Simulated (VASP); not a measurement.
# AgO2 (fluorite type) (Fm-3m) in VASP: further runs, part 2 of 2

VASP 6.6.1. The steps go on from the part before.

### 5 Single point, r2SCAN

This run uses another cell than the first one, of 11.92 Å³/atom.

POSCAR

```
AgO2
1.0
    0.0000000000      2.6149106529      2.6149106529
    2.6149106529      0.0000000000      2.6149106529
    2.6149106529      2.6149106529      0.0000000000
Ag O
1 2
Direct
    0.0000000000      0.0000000000      0.0000000000
    0.2500000000      0.2500000000      0.2500000000
    0.7500000000      0.7500000000      0.7500000000
```

INCAR.step1

```
PREC = Accurate
ENCUT = 520
ISMEAR = -1
SIGMA = 0.1
LREAL = False
LASPH = True
NELM = 100
NBANDS = 18
GGA = PE
ALGO = Normal
EDIFF = 1E-4
LWAVE = True
LCHARG = False
```

INCAR.step2

```
PREC = Accurate
ENCUT = 520
EDIFF = 1E-6
ISMEAR = -1
SIGMA = 0.1
LREAL = False
LASPH = True
NELM = 100
ALGO = Normal
ISIF = 2
LWAVE = False
LCHARG = False
METAGGA = R2SCAN
LMIXTAU = True
NBANDS = 18
ISTART = 1
```

KPOINTS

```
regular mesh
0
Gamma
  11 11 11
```

Potentials or basis: VASP PAW PBE potentials, release 64 (Ag, O).

On the command line:

```sh
cat potpaw_PBE.64/Ag/POTCAR potpaw_PBE.64/O/POTCAR > POTCAR
cp INCAR.step1 INCAR
mpirun -np 1 vasp_std > vasp.out
cp INCAR.step2 INCAR
mpirun -np 1 vasp_std > vasp.out
```

OUTCAR:

```text
PREC = Accurate
   ENCUT = 520
   EDIFF = 1E-6
   ISMEAR = -1
   LREAL = False
   LASPH = True
   NELM = 100
   ISIF = 2
   METAGGA = R2SCAN
   ISTART = 1

 ion  position               nearest neighbor table
   1  0.000  0.000  0.000-   3 2.26   3 2.26   3 2.26   2 2.26   3 2.26   2 2.26   2 2.26   2 2.26

   2  0.250  0.250  0.250-   1 2.26   1 2.26   1 2.26   1 2.26
   3  0.750  0.750  0.750-   1 2.26   1 2.26   1 2.26   1 2.26

  LATTYP: Found a face centered cubic cell.
 ALAT       =     5.2298213058

  Lattice vectors:

 A1 = (   0.0000000000,   2.6149106529,   2.6149106529)
 A2 = (   2.6149106529,   0.0000000000,   2.6149106529)
 A3 = (   2.6149106529,   2.6149106529,   0.0000000000)

Analysis of symmetry for initial positions (statically):
=====================================================================
 Subroutine PRICEL returns:
 Original cell was already a primitive cell.

 Routine SETGRP: Setting up the symmetry group for a
 face centered cubic supercell.

 Subroutine GETGRP returns: Found 48 space group operations
[... 164 lines left out ...]
  energy without entropy =      -31.52320088  energy(sigma->0) =      -31.60140406

 E-fermi :   3.6406     XC(G=0): -11.9765

 val. band max:        3.6362130650   @ k =   0.2727   0.2727   0.0000
 cond. band min:       3.6498105691   @ k =  -0.2727   0.1818   0.0000
 fundamental gap:      0.0135975041
 Fermi energy:         3.6406395411

 k-point     1 :       0.0000    0.0000    0.0000
  band No.  band energies     occupation
      1     -15.8928      2.00000
      2     -13.5003      2.00000
      3      -2.7679      2.00000
      4      -2.7679      2.00000
      5      -2.7679      2.00000
      6      -0.3668      2.00000
[... 481 lines left out ...]
      5      -1.2970      2.00000
      6      -0.7892      2.00000
[... 10 lines left out ...]
     17      17.9597      0.00000
     18      22.2155      0.00000

 [... further k-points ...]

------------------------ aborting loop because EDIFF is reached ----------------------------------------

  FORCE on cell =-STRESS in cart. coord.  units (eV):
  Direction    XX          YY          ZZ          XY          YZ          ZX
  --------------------------------------------------------------------------------------
  -------------------------------------------------------------------------------------
  Total       -2.2391318     -2.2391318     -2.2391318     -0.0000000     -0.0000000      0.0000000
  in kB     -100.3204997   -100.3204997   -100.3204997     -0.0000000     -0.0000000      0.0000000
  external PRESSURE =    -100.3204997 kB  Pullay stress =       0.0000000 kB

 VOLUME and BASIS-vectors are now :
 -----------------------------------------------------------------------------
  energy-cutoff  :      520.00
  volume of cell :       35.76
      direct lattice vectors                 reciprocal lattice vectors
     0.000000000  2.614910653  2.614910653    -0.191211122  0.191211122  0.191211122
     2.614910653  0.000000000  2.614910653     0.191211122 -0.191211122  0.191211122
     2.614910653  2.614910653  0.000000000     0.191211122  0.191211122 -0.191211122

 POSITION                                       TOTAL-FORCE (eV/Angst)
 -----------------------------------------------------------------------------------
      0.00000      0.00000      0.00000         0.000000      0.000000      0.000000
      1.30746      1.30746      1.30746         0.000000      0.000000      0.000000
      3.92237      3.92237      3.92237        -0.000000     -0.000000     -0.000000
 -----------------------------------------------------------------------------------
    total drift:                                0.000000      0.000000      0.000000

  FREE ENERGIE OF THE ION-ELECTRON SYSTEM (eV)
  ---------------------------------------------------
  free  energy   TOTEN  =       -31.6796072339 eV

  energy  without entropy=      -31.5232008770  energy(sigma->0) =      -31.60140406
```

OUTCAR.step1:

```text
PREC = Accurate
   ENCUT = 520
   ISMEAR = -1
   LREAL = False
   LASPH = True
   NELM = 100
[... 727 lines left out ...]
      0.00000      0.00000      0.00000        -0.000000     -0.000000      0.000000
      1.30746      1.30746      1.30746         0.000000      0.000000      0.000000
      3.92237      3.92237      3.92237        -0.000000     -0.000000     -0.000000
 -----------------------------------------------------------------------------------
    total drift:                                0.000000      0.000000      0.000000

  FREE ENERGIE OF THE ION-ELECTRON SYSTEM (eV)
  ---------------------------------------------------
  free  energy   TOTEN  =       -11.1153793882 eV

  energy  without entropy=      -10.9553021503  energy(sigma->0) =      -11.03534077
```

It took 2 min on 1 thread of Intel Xeon Platinum 8488C (Sapphire Rapids), shared host; peak memory 0.18 GiB.

Results:

```yaml
Free_energy: -31.6796 eV
Pressure: -10.0 GPa
Band_gap_on_the_k_mesh: zero (an odd number of electrons rules out a gap without spin polarisation)
```

Levels at points of the mesh, in eV from the Fermi level:
```csv
k point,band 7,band 8,band 9,band 10,band 11,band 12,band 13,band 14,band 15,band 16
"(0.00, 0.00, 0.00)",-4.01,-1.19,-1.19,-1.19,0.27,0.27,0.27,4.90,12.55,12.55
```

Caveat: the cell stands under tension; the PAW data sets were made with another functional, which shifts forces and pressure a little; an odd number of electrons without spin polarisation forces a metal; a magnetic or distorted state may lie lower.

### 6 Single point, PBE

This run uses another cell than the first one, of 10.77 Å³/atom.

INCAR

```
SYSTEM = AgO2
PREC     = Accurate       ! precision mode
ENCUT    = 520            ! plane-wave cutoff, eV
EDIFF    = 1E-6           ! SCF threshold, eV
ISMEAR   = -1             ! smearing method
SIGMA    = 0.06122561905347299 ! smearing width, eV
LREAL    = .FALSE.        ! projectors in reciprocal space
LASPH    = .TRUE.         ! aspherical terms in the spheres
NELM     = 60             ! most SCF steps
ALGO     = Normal         ! electronic algorithm
ISIF     = 2              ! what is computed and relaxed
LWAVE    = .FALSE.        ! write WAVECAR
LCHARG   = .FALSE.        ! write CHGCAR
GGA      = PE             ! functional
NBANDS   = 18             ! bands
```

KPOINTS

```
regular mesh
0
G
  18 18 18
  0 0 0
```

POSCAR

```
AgO2
1.0
    0.0000000000      2.5282597599      2.5282597599
    2.5282597599      0.0000000000      2.5282597599
    2.5282597599      2.5282597599      0.0000000000
Ag O
1 2
Direct
    0.0000000000      0.0000000000      0.0000000000
    0.2500000000      0.2500000000      0.2500000000
    0.7500000000      0.7500000000      0.7500000000
```

Potentials or basis: VASP PAW PBE potentials, release 64 (Ag, O).

On the command line:

```sh
cat potpaw_PBE.64/Ag/POTCAR potpaw_PBE.64/O/POTCAR > POTCAR
mpirun -np 1 vasp_std > vasp.out
```

Run time: 1.9 min. Hardware: 1 thread of Intel Xeon Platinum 8488C (Sapphire Rapids), shared host; peak memory 0.24 GiB.

Results (log left out):

| Quantity | Value |
| --- | --- |
| Free energy | -11.0203 eV |
| Pressure | 10.4 GPa |
| Band gap on the k mesh | zero (an odd number of electrons rules out a gap without spin polarisation) |

Levels at points of the mesh, in eV from the Fermi level:
```
           k point  band 7  band 8  band 9  band 10  band 11  band 12  band 13  band 14  band 15  band 16
(0.00, 0.00, 0.00)   -4.38   -1.42   -1.42    -1.42     0.34     0.34     0.34     4.87    11.97    11.97
(0.50, 0.00, 0.00)   -4.25   -3.48   -3.02    -2.90    -2.90     0.32     0.32     9.42     9.50    15.62
(0.50, 0.50, 0.00)   -4.69   -4.11   -3.37    -3.27    -0.63     0.47     0.47     9.29    11.17    11.78
```

Caveat: the cell stands under pressure; an odd number of electrons without spin polarisation forces a metal; a magnetic or distorted state may lie lower.

### 7 Summary

```tsv
level	cell	k mesh	smearing	gap on the mesh (eV)	pressure (GPa)
r2SCAN	a = 3.662 Å, angles 60.0°, 3 atoms	11 × 11 × 11	fermi-dirac 0.1 eV	none	-6.4
r2SCAN	a = 3.698 Å, angles 60.0°, 3 atoms	11 × 11 × 11	fermi-dirac 0.1 eV	none	-10.0
PBE	a = 3.575 Å, angles 60.0°, 3 atoms	18 × 18 × 18	fermi-dirac 0.0612256 eV	none	10.4
```

Alike in all rows: task single point; potentials or basis VASP PAW PBE potentials, release 64 (Ag, O); no spin polarisation; cutoff (eV) 520.

Caveats: an odd number of electrons without spin polarisation forces a metal; a magnetic or distorted state may lie lower; the cell stands under tension (at least some runs); the PAW data sets were made with another functional, which shifts forces and pressure a little (at least some runs); the cell stands under pressure (at least some runs).

Absolute energies hang on the potentials; compare differences alone.
